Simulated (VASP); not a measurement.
# Sc: single point with PBEsol

Sc:

```
CELL_PARAMETERS angstrom
-3.01958 3.01958 2.72746
3.01958 -3.01958 2.72746
3.01958 3.01958 -2.72746
ATOMIC_POSITIONS crystal
Sc 0.17731 0.32746 0.50477
Sc 0.67254 0.17731 0.84986
Sc 0.32746 0.82269 0.15014
Sc 0.82269 0.67254 0.49523
```

This cell differs from its parent crystal: strained and its atoms moved.

| Property | Result |
| --- | --- |
| Program | VASP 6.6.1 |
| Task | single point |
| Functional | PBEsol |
| Potentials or basis | VASP PAW PBE potentials, release 64 (Sc_sv) |
| Cutoff | 520 eV |
| k mesh | 10 × 10 × 10 |
| Occupations | gaussian, width 0.1 eV |
| Spin | no spin polarisation |

The pressure is -0.7 GPa. The largest force is 0.742 eV/Å and the band gap on the k mesh is zero (bands 22 and 23 overlap by 0.53 eV).

Forces on the atoms (eV/Å):
```
Sc   0.409 -0.619  0.000
Sc  -0.619 -0.409  0.000
Sc   0.619  0.409  0.000
Sc  -0.409  0.619  0.000
```

Stress tensor (GPa, compression positive):
```
-0.62  0.00  0.00
 0.00 -0.62  0.00
 0.00  0.00 -0.84
```

Levels at points of the mesh, in eV from the Fermi level:
```csv
k point,band 19,band 20,band 21,band 22,band 23,band 24,band 25,band 26
"(0.00, 0.00, 0.00)",-0.97,-0.66,-0.20,-0.20,0.39,1.07,1.13,1.13
"(0.50, 0.00, 0.00)",-1.17,-1.16,-0.08,-0.08,0.67,0.70,0.74,0.77
"(0.50, 0.50, 0.00)",-0.62,-0.49,-0.44,-0.35,-0.35,0.96,1.00,1.28
"(0.50, 0.50, 0.50)",-1.65,-0.83,-0.81,0.18,0.45,0.45,0.97,1.08
```

Run time: 6.6 min on 1 thread of AMD EPYC 9R45 96-Core Processor (Zen 5), on a shared host, peak memory 0.43 GiB.

Caveat: the cell differs from its parent crystal (strained and its atoms moved); the PAW data sets were made with another functional, which shifts forces and pressure a little.
